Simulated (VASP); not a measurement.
# ZnSe (P4/nmm) in VASP: notebook

Aim: see how the results for ZnSe move with the level of theory and the settings. Levels: PBEsol, r2SCAN. Tasks: single point.

Everything below comes from runs of VASP 6.6.1. Logs are shortened: lines on timing, memory, paths and dates and some standing lists are left out, and cuts for length are marked.

### 1 The cell of the first run

It takes space group P4/nmm (No. 129, tetragonal). Conventional cell: a = 4.074 Å, b = 4.074 Å, c = 5.838 Å, α = 90.00°, β = 90.00°, γ = 90.00°. Within 3.3 Å of Zn (site symmetry -4m2) lie 4 Se at 2.47 Å and 4 Zn at 2.88 Å. Within 3.3 Å of Se (site symmetry 4mm) lie 4 Zn at 2.47 Å.

### 2 Single point, PBEsol (strained)

Input file INCAR:

```
SYSTEM = ZnSe
PREC = Accurate ; ENCUT = 520
EDIFF = 1E-6 ; ISMEAR = 0
SIGMA = 0.02 ; LREAL = .False.
LASPH = .True. ; NELM = 60
ALGO = Normal ; ISIF = 2
LWAVE = .False. ; LCHARG = .True.
GGA = PS ; LELF = .True.
LVHAR = .True. ; NBANDS = 26
```

Input file KPOINTS:

```
Automatic mesh
0
Gamma
  8 8 6
  0 0 0
```

Input file POSCAR:

```
ZnSe
1.0
    4.0736902274      0.0000000000      0.0000000000
    0.0000000000      4.0736902274      0.0000000000
    0.0000000000      0.0000000000      5.8379770020
Zn Se
2 2
Direct
    0.0000000000      0.0000000000      0.0000000000
    0.5000000000      0.5000000000      0.0000000000
    0.0000000000      0.5000000000      0.2392908796
    0.5000000000      0.0000000000      0.7607091204
```

Potentials or basis: VASP PAW PBE potentials, release 64 (Zn, Se).

On the command line:

```console
$ cat potpaw_PBE.64/Zn/POTCAR potpaw_PBE.64/Se/POTCAR > POTCAR
$ mpirun -np 1 vasp_std > vasp.out
```

OUTCAR:

```text
SYSTEM = ZnSe
   PREC = Accurate
   ENCUT = 520
   EDIFF = 1E-6
   ISMEAR = 0
   LREAL = .False.
   LASPH = .True.
   NELM = 60
   ISIF = 2
   GGA = PS

 ion  position               nearest neighbor table
   1  0.000  0.000  0.000-   3 2.47   4 2.47   3 2.47   4 2.47   2 2.88   2 2.88   2 2.88   2 2.88

   2  0.500  0.500  0.000-   3 2.47   4 2.47   4 2.47   3 2.47   1 2.88   1 2.88   1 2.88   1 2.88

   3  0.000  0.500  0.239-   1 2.47   2 2.47   1 2.47   2 2.47
   4  0.500  0.000  0.761-   1 2.47   2 2.47   2 2.47   1 2.47

  LATTYP: Found a simple tetragonal cell.
 ALAT       =     4.0736902274
 C/A-ratio  =     1.4330930130

  Lattice vectors:

 A1 = (   4.0736902274,   0.0000000000,   0.0000000000)
 A2 = (   0.0000000000,   4.0736902274,   0.0000000000)
 A3 = (   0.0000000000,   0.0000000000,   5.8379770020)

Analysis of symmetry for initial positions (statically):
=====================================================================
 Subroutine PRICEL returns:
 Original cell was already a primitive cell.

 Routine SETGRP: Setting up the symmetry group for a
 simple tetragonal supercell.

 Subroutine GETGRP returns: Found 16 space group operations
 (whereof  8 operations were pure point group operations)
 out of a pool of 16 trial point group operations.

The static configuration has the point symmetry D_2d.
 The point group associated with its full space group is D_4h.

Analysis of symmetry for dynamics (positions and initial velocities):
=====================================================================
 Subroutine PRICEL returns:
 Original cell was already a primitive cell.

 Routine SETGRP: Setting up the symmetry group for a
 simple tetragonal supercell.

 Subroutine GETGRP returns: Found 16 space group operations
 (whereof  8 operations were pure point group operations)
 out of a pool of 16 trial point group operations.

The dynamic configuration has the point symmetry D_2d.
 The point group associated with its full space group is D_4h.

 Subroutine INISYM returns: Found 16 space group operations
 (whereof  8 operations are pure point group operations),
 and found     1 'primitive' translations

----------------------------------------------------------------------------------------

                                     Primitive cell

  volume of cell :      96.8809

  direct lattice vectors                    reciprocal lattice vectors
     4.073690227  0.000000000  0.000000000     0.245477674  0.000000000  0.000000000
     0.000000000  4.073690227  0.000000000     0.000000000  0.245477674  0.000000000
     0.000000000  0.000000000  5.837977002     0.000000000  0.000000000  0.171292213

  length of vectors
     4.073690227  4.073690227  5.837977002     0.245477674  0.245477674  0.171292213

  position of ions in fractional coordinates (direct lattice)
     0.000000000  0.000000000  0.000000000
     0.500000000  0.500000000  0.000000000
     0.000000000  0.500000000  0.239290880
     0.500000000  0.000000000  0.760709120

  ion indices of the primitive-cell ions
   primitive index   ion index
                 1           1
                 2           2
                 3           3
                 4           4

----------------------------------------------------------------------------------------

 KPOINTS: Automatic mesh

Automatic generation of k-mesh.
 Grid dimensions read from file:
 generate k-points for:    8    8    6

 Generating k-lattice:

  Cartesian coordinates                     Fractional coordinates (reciprocal lattice)
     0.030684709  0.000000000  0.000000000     0.125000000  0.000000000  0.000000000
     0.000000000  0.030684709  0.000000000     0.000000000  0.125000000  0.000000000
     0.000000000  0.000000000  0.028548702     0.000000000  0.000000000  0.166666667

  Length of vectors
     0.030684709  0.030684709  0.028548702

  Shift w.r.t. Gamma in fractional coordinates (k-lattice)
     0.000000000  0.000000000  0.000000000

 Subroutine IBZKPT returns following result:
 ===========================================

 Found     60 irreducible k-points:

 Following reciprocal coordinates:
            Coordinates               Weight
  0.000000  0.000000  0.000000      1.000000
  0.125000  0.000000  0.000000      4.000000
  0.250000  0.000000  0.000000      4.000000
  0.375000  0.000000  0.000000      4.000000
  0.500000  0.000000  0.000000      2.000000
  0.125000  0.125000  0.000000      4.000000
[... 16 lines left out ...]
  0.375000  0.125000  0.166667     16.000000
  0.500000  0.125000  0.166667      8.000000
 [... further k-points ...]
   k-points           NKPTS =     60   k-points in BZ     NKDIM =     60   number of bands    NBANDS=     26
   number of dos      NEDOS =    301   number of ions     NIONS =      4
   total plane-waves  NPLWV =  43200
   dimension x,y,z NGX =    30 NGY =   30 NGZ =   48
   dimension x,y,z NGXF=    60 NGYF=   60 NGZF=   96
   ions per type =               2   2
[... 53 lines left out ...]

 E-fermi :   1.1758     XC(G=0):  -9.0610

 val. band max:        1.0705330249   @ k =   0.0000   0.0000   0.0000
 cond. band min:       2.6344675020   @ k =   0.0000   0.0000   0.0000
 fundamental gap:      1.5639344771
 Fermi energy:         1.1758249282

 k-point     1 :       0.0000    0.0000    0.0000
  band No.  band energies     occupation
      1     -12.3896      2.00000
      2     -11.2706      2.00000
      3      -5.9587      2.00000
      4      -5.9581      2.00000
      5      -5.9112      2.00000
      6      -5.9112      2.00000
[... 18 lines left out ...]
     25      11.2046      0.00000
     26      11.2917      0.00000

 k-point     2 :       0.1250    0.0000    0.0000
  band No.  band energies     occupation
      1     -12.3187      2.00000
      2     -11.2726      2.00000
      3      -5.9624      2.00000
      4      -5.9431      2.00000
      5      -5.8796      2.00000
      6      -5.8679      2.00000
[... 18 lines left out ...]
     25       9.9404      0.00000
     26       9.9561      0.00000

 k-point     3 :       0.2500    0.0000    0.0000
  band No.  band energies     occupation
      1     -12.1227      2.00000
      2     -11.2978      2.00000
      3      -5.9365      2.00000
      4      -5.8892      2.00000
      5      -5.7927      2.00000
      6      -5.7782      2.00000
[... 18 lines left out ...]
     25       8.7365      0.00000
     26       9.1186      0.00000

 k-point     4 :       0.3750    0.0000    0.0000
  band No.  band energies     occupation
      1     -11.8520      2.00000
      2     -11.3910      2.00000
      3      -5.8689      2.00000
      4      -5.7615      2.00000
      5      -5.6942      2.00000
      6      -5.6826      2.00000
[... 18 lines left out ...]
     25       8.5994      0.00000
     26       8.6596      0.00000

 k-point     5 :       0.5000    0.0000    0.0000
  band No.  band energies     occupation
      1     -11.5837      2.00000
      2     -11.5837      2.00000
      3      -5.7677      2.00000
      4      -5.7677      2.00000
      5      -5.6319      2.00000
      6      -5.6319      2.00000
[... 18 lines left out ...]
     25       8.3390      0.00000
     26       8.3390      0.00000

 k-point     6 :       0.1250    0.1250    0.0000
  band No.  band energies     occupation
      1     -12.2496      2.00000
      2     -11.2716      2.00000
      3      -6.0129      2.00000
      4      -5.8590      2.00000
      5      -5.8513      2.00000
      6      -5.8491      2.00000
[... 427 lines left out ...]
 k-point    21 :       0.1250    0.1250    0.1667
  band No.  band energies     occupation
      1     -12.2242      2.00000
      2     -11.3046      2.00000
      3      -6.0141      2.00000
      4      -5.8546      2.00000
      5      -5.8533      2.00000
      6      -5.8499      2.00000
[... 18 lines left out ...]
     25       8.2464      0.00000
     26      10.6118      0.00000

 k-point    22 :       0.2500    0.1250    0.1667
  band No.  band energies     occupation
      1     -12.0376      2.00000
      2     -11.3121      2.00000
      3      -6.0256      2.00000
      4      -5.7945      2.00000
      5      -5.7853      2.00000
      6      -5.7565      2.00000
[... 18 lines left out ...]
     25       7.8923      0.00000
     26      10.0414      0.00000

 k-point    23 :       0.3750    0.1250    0.1667
  band No.  band energies     occupation
      1     -11.7840      2.00000
      2     -11.3784      2.00000
      3      -5.9692      2.00000
      4      -5.7269      2.00000
      5      -5.6920      2.00000
      6      -5.6804      2.00000
[... 18 lines left out ...]
     25       8.9236      0.00000
     26       9.5174      0.00000

 k-point    24 :       0.5000    0.1250    0.1667
  band No.  band energies     occupation
      1     -11.5412      2.00000
      2     -11.5412      2.00000
      3      -5.8419      2.00000
      4      -5.8419      2.00000
      5      -5.6248      2.00000
      6      -5.6248      2.00000
[... 18 lines left out ...]
     25       9.4266      0.00000
     26       9.4266      0.00000

 [... further k-points ...]
[... 5 lines left out ...]
  --------------------------------------------------------------------------------------
  -------------------------------------------------------------------------------------
  Total        0.6773334      0.6773334      1.6924451      0.0000000      0.0000000      0.0000000
  in kB       11.2014613     11.2014613     27.9889611      0.0000000      0.0000000      0.0000000
  external PRESSURE =      16.7972946 kB  Pullay stress =       0.0000000 kB

 VOLUME and BASIS-vectors are now :
 -----------------------------------------------------------------------------
  energy-cutoff  :      520.00
  volume of cell :       96.88
      direct lattice vectors                 reciprocal lattice vectors
     4.073690227  0.000000000  0.000000000     0.245477674  0.000000000  0.000000000
     0.000000000  4.073690227  0.000000000     0.000000000  0.245477674  0.000000000
     0.000000000  0.000000000  5.837977002     0.000000000  0.000000000  0.171292213

 POSITION                                       TOTAL-FORCE (eV/Angst)
 -----------------------------------------------------------------------------------
      0.00000      0.00000      0.00000         0.000000      0.000000      0.000000
      2.03685      2.03685      0.00000         0.000000     -0.000000      0.000000
      0.00000      2.03685      1.39697         0.000000      0.000000      0.714699
      2.03685      0.00000      4.44100        -0.000000     -0.000000     -0.714699
 -----------------------------------------------------------------------------------
    total drift:                                0.000000      0.000000      0.000000

  FREE ENERGIE OF THE ION-ELECTRON SYSTEM (eV)
  ---------------------------------------------------
  free  energy   TOTEN  =       -12.8247208151 eV

  energy  without entropy=      -12.8247208151  energy(sigma->0) =      -12.82472082
```

Run time: 2.1 min. Hardware: 1 thread of Intel Xeon 8259CL, shared host; peak memory 0.28 GiB.

Results:

```
Free energy            : -12.8247 eV
Pressure               : 1.7 GPa
Largest force          : 0.715 eV/Å
Band gap on the k mesh : 1.56 eV
```

Forces on the atoms (eV/Å):
```
Zn   0.000  0.000  0.000
Zn   0.000  0.000  0.000
Se   0.000  0.000  0.715
Se   0.000  0.000 -0.715
```

Caveat: the cell differs from its parent crystal (strained); the PAW data sets were made with another functional, which shifts forces and pressure a little.

### 3 Single point, PBEsol (strained)

Input file INCAR:

```
PREC = Accurate
ENCUT = 520
EDIFF = 1E-6
ISMEAR = 0
SIGMA = 0.02
LREAL = F
LASPH = T
NELM = 80
ALGO = Normal
ISIF = 2
LWAVE = F
LCHARG = F
GGA = PS
NBANDS = 26
```

Input file KPOINTS:

```
Automatic mesh
0
Gamma
  8 8 6
```

Input file POSCAR:

```
ZnSe
1.0
    4.0920105784      0.0000000000      0.0000000000
    0.0000000000      4.0920105784      0.0000000000
    0.0000000000      0.0000000000      6.1382165130
Zn Se
2 2
Direct
    0.0000000000      0.0000000000      0.0000000000
    0.5000000000      0.5000000000      0.0000000000
    0.0000000000      0.5000000000      0.2113343981
    0.5000000000      0.0000000000      0.7886656019
```

Potentials or basis: VASP PAW PBE potentials, release 64 (Zn, Se).

On the command line:

```console
$ cat potpaw_PBE.64/Zn/POTCAR potpaw_PBE.64/Se/POTCAR > POTCAR
$ mpirun -np 1 vasp_std > vasp.out
```

Wall time 2.2 min (1 thread of Intel Xeon 8259CL, shared host); peak memory 0.28 GiB.

The run converged. Its results:

- Free energy: -12.5943 eV
- Pressure: 4.8 GPa
- Largest force: 1.598 eV/Å
- Band gap on the k mesh: 1.43 eV

Forces in eV/Å, atoms in the order of the input:
```
Zn   0.000  0.000  0.000
Zn   0.000  0.000  0.000
Se   0.000  0.000  1.598
Se   0.000  0.000 -1.598
```

Stress tensor (GPa, compression positive):
```
4.17 0.00 0.00
0.00 4.17 0.00
0.00 0.00 6.06
```

Levels at points of the mesh, in eV from the valence-band top:
| k point | band 15 | band 16 | band 17 | band 18 | band 19 | band 20 | band 21 | band 22 |
| --- | --- | --- | --- | --- | --- | --- | --- | --- |
| (0.00, 0.00, 0.00) | -2.86 | -0.18 | -0.18 | 0.00 | 1.43 | 2.27 | 2.87 | 5.46 |
| (0.50, 0.00, 0.00) | -1.22 | -1.22 | -1.21 | -1.21 | 3.14 | 3.14 | 6.58 | 6.58 |
| (0.50, 0.50, 0.00) | -2.37 | -2.37 | -2.28 | -2.28 | 3.88 | 3.88 | 4.57 | 4.57 |
| (0.00, 0.00, 0.50) | -2.81 | -0.90 | -0.31 | -0.31 | 1.49 | 3.24 | 3.69 | 5.10 |
| (0.50, 0.00, 0.50) | -1.20 | -1.20 | -0.73 | -0.73 | 2.72 | 2.72 | 6.27 | 6.27 |
| (0.50, 0.50, 0.50) | -2.50 | -2.50 | -2.50 | -2.50 | 4.88 | 4.88 | 5.76 | 5.76 |

Caveat: the cell differs from its parent crystal (strained); the cell stands under pressure; the PAW data sets were made with another functional, which shifts forces and pressure a little. A k mesh can miss the band edges.

### 4 Single point, PBEsol (strained and its atoms moved)

Input file INCAR:

```
ALGO = Normal ; EDIFF = 1E-6
ENCUT = 520 ; GGA = PS
ISIF = 2 ; ISMEAR = 0
LASPH = True ; LCHARG = False
LREAL = False ; LWAVE = False
NBANDS = 26 ; NELM = 80
PREC = Accurate ; SIGMA = 0.02
```

Input file KPOINTS:

```
k-points
0
Gamma
  8 8 6
```

Input file POSCAR:

```
ZnSe
1.0
    4.1733020009      0.0000000000      0.0000000000
    0.0000000000      4.1733020009      0.0000000000
    0.0000000000      0.0000000000      6.3494039895
Zn Se
2 2
Direct
    0.0000000000      0.0000000000      0.0000000000
    0.5000000000      0.5000000000      0.0000000000
    0.0000000000      0.5000000000      0.3045226698
    0.5000000000      0.0000000000      0.6954773302
```

On the command line:

```console
$ cat potpaw_PBE.64/Zn/POTCAR potpaw_PBE.64/Se/POTCAR > POTCAR
$ mpirun -np 1 vasp_std > vasp.out
```

It took 1.9 min on 1 thread of Intel Xeon 8259CL, shared host; peak memory 0.31 GiB.

It converged, with:

- Free energy: -11.0262 eV
- Pressure: -11.0 GPa
- Largest force: 2.920 eV/Å
- Band gap on the k mesh: 0.50 eV

Forces on the atoms (eV/Å):
```
Zn   0.000  0.000  0.000
Zn   0.000  0.000  0.000
Se   0.000  0.000 -2.920
Se   0.000  0.000  2.920
```

Stress tensor (GPa, compression positive):
```
 -7.83   0.00   0.00
  0.00  -7.83   0.00
  0.00   0.00 -17.39
```

Levels at points of the mesh, in eV from the valence-band top:
```
           k point  band 15  band 16  band 17  band 18  band 19  band 20  band 21  band 22
(0.00, 0.00, 0.00)    -1.48    -1.00     0.00     0.00     0.50     2.02     3.38     4.05
(0.50, 0.00, 0.00)    -2.31    -2.31    -0.51    -0.51     2.42     2.42     4.56     4.56
(0.50, 0.50, 0.00)    -2.14    -2.14    -1.63    -1.63     1.28     1.28     1.98     1.98
(0.00, 0.00, 0.50)    -1.01    -1.01    -0.69    -0.69     2.14     2.32     3.01     4.59
(0.50, 0.00, 0.50)    -1.06    -1.06    -0.48    -0.48     1.02     1.02     5.09     5.09
(0.50, 0.50, 0.50)    -2.54    -2.54    -2.39    -2.39     2.60     2.60     3.07     3.07
```

Caveat: the cell differs from its parent crystal (strained and its atoms moved); the stress differs along the axes, from -17 to -8 GPa; semilocal functionals underestimate gaps, and a narrow one can read as zero; the PAW data sets were made with another functional, which shifts forces and pressure a little.

### 5 Single point, r2SCAN (strained)

Input file POSCAR:

```
ZnSe
1.0
    4.0057077593      0.0000000000      0.0000000000
    0.0000000000      4.0057077593      0.0000000000
    0.0000000000      0.0000000000      6.0106784595
Zn Se
2 2
Direct
    0.0000000000      0.0000000000      0.0000000000
    0.5000000000      0.5000000000      0.0000000000
    0.0000000000      0.5000000000      0.1880373302
    0.5000000000      0.0000000000      0.8119626698
```

Input file INCAR.step1:

```
PREC = Accurate ; ENCUT = 520
ISMEAR = 0 ; SIGMA = 0.02
LREAL = False ; LASPH = True
NELM = 100 ; NBANDS = 26
GGA = PE ; ALGO = Normal
EDIFF = 1E-4 ; LWAVE = True
LCHARG = False
```

Input file INCAR.step2:

```
PREC = Accurate ; ENCUT = 520
EDIFF = 1E-6 ; ISMEAR = 0
SIGMA = 0.02 ; LREAL = False
LASPH = True ; NELM = 100
ALGO = Normal ; ISIF = 2
LWAVE = False ; LCHARG = False
METAGGA = R2SCAN ; LMIXTAU = True
NBANDS = 26 ; ISTART = 1
```

Input file KPOINTS:

```
Automatic mesh
0
Gamma
  8 8 6
```

On the command line:

```console
$ cat potpaw_PBE.64/Zn/POTCAR potpaw_PBE.64/Se/POTCAR > POTCAR
$ cp INCAR.step1 INCAR
$ mpirun -np 1 vasp_std > vasp.out
$ cp INCAR.step2 INCAR
$ mpirun -np 1 vasp_std > vasp.out
```

Wall time 7 min (1 thread of Intel Xeon 8259CL, shared host); peak memory 0.3 GiB.

Results (log left out):

```
Free energy            : -47.4745 eV
Pressure               : 18.8 GPa
Largest force          : 4.318 eV/Å
Band gap on the k mesh : 1.64 eV (least direct gap 1.83 eV)
```

Forces on the atoms (eV/Å):
```
Zn   0.000  0.000  0.000
Zn   0.000  0.000  0.000
Se   0.000  0.000  4.318
Se   0.000  0.000 -4.318
```

Stress tensor (GPa, compression positive):
```
20.42  0.00  0.00
 0.00 20.42  0.00
 0.00  0.00 15.66
```

Levels at points of the mesh, in eV from the valence-band top:
| k point | band 15 | band 16 | band 17 | band 18 | band 19 | band 20 | band 21 | band 22 |
| --- | --- | --- | --- | --- | --- | --- | --- | --- |
| (0.00, 0.00, 0.00) | -3.44 | -0.28 | -0.28 | -0.20 | 1.64 | 3.28 | 3.59 | 5.97 |
| (0.50, 0.00, 0.00) | -1.69 | -1.69 | -1.11 | -1.11 | 3.50 | 3.50 | 7.20 | 7.20 |
| (0.50, 0.50, 0.00) | -2.64 | -2.64 | -2.50 | -2.50 | 4.65 | 4.65 | 5.86 | 5.86 |
| (0.00, 0.00, 0.50) | -3.07 | -0.94 | -0.36 | -0.36 | 1.70 | 3.92 | 4.65 | 5.63 |
| (0.50, 0.00, 0.50) | -1.68 | -1.68 | -0.72 | -0.72 | 3.30 | 3.30 | 7.01 | 7.01 |
| (0.50, 0.50, 0.50) | -2.76 | -2.76 | -2.68 | -2.68 | 5.70 | 5.70 | 7.45 | 7.45 |

Caveat: the cell differs from its parent crystal (strained); the cell stands under pressure; the PAW data sets were made with another functional, which shifts forces and pressure a little. A k mesh can miss the band edges.

### 6 Overview

```tsv
level	cell	gap on the mesh (eV)	pressure (GPa)	largest force (eV/Å)
PBEsol	a = 4.074, b = 4.074, c = 5.838 Å, 4 atoms, atomic positions A	1.56	1.7	0.71
PBEsol	a = 4.092, b = 4.092, c = 6.138 Å, 4 atoms, atomic positions B	1.43	4.8	1.60
PBEsol	a = 4.173, b = 4.173, c = 6.349 Å, 4 atoms, atomic positions C	0.50	-11.0	2.92
r2SCAN	a = 4.006, b = 4.006, c = 6.011 Å, 4 atoms, atomic positions D	1.64	18.8	4.32
```

Alike in all rows: task single point; potentials or basis VASP PAW PBE potentials, release 64 (Zn, Se); no spin polarisation; k mesh 8 × 8 × 6; cutoff (eV) 520; smearing gaussian 0.02 eV.

Caveats: the PAW data sets were made with another functional, which shifts forces and pressure a little; the cell stands under pressure (at least some runs); the stress differs along the axes, from -17 to -8 GPa (at least some runs); semilocal functionals underestimate gaps, and a narrow one can read as zero (at least some runs).

Absolute energies hang on the potentials; compare differences alone.
